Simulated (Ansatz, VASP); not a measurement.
# W: VASP beside Ansatz

```
W
1.0
     0.00000    2.02759    2.02759
     2.02759    0.00000    2.02759
     2.02759    2.02759    0.00000
W
1
Direct
  0.00000 0.00000 0.00000
```

Alike in both runs: functional RPBE; k mesh 13 × 13 × 13; no spin polarisation.

Ansatz relaxed the structure, and its values are those at the end. VASP's run is a single point on that final structure, the one shown.

|  | VASP | Ansatz |
| --- | --- | --- |
| version | VASP 6.6.1 | Ansatz 0.2.0 |
| potentials or method | VASP PAW PBE potentials, release 64 (W_sv), cutoff 520 eV | plane waves, PAW |
| occupations | methfessel-paxton of order 1, width 0.05 eV | cold, width 0.05 eV |
| valence electrons in the cell | 14 | 14 |

|  | VASP | Ansatz | Ansatz less VASP |
| --- | --- | --- | --- |
| pressure (GPa) | 0.4 | 0.0 | -0.45 |

VASP's potentials were made for PBE, not for RPBE.

Neither program's run includes spin-orbit coupling.
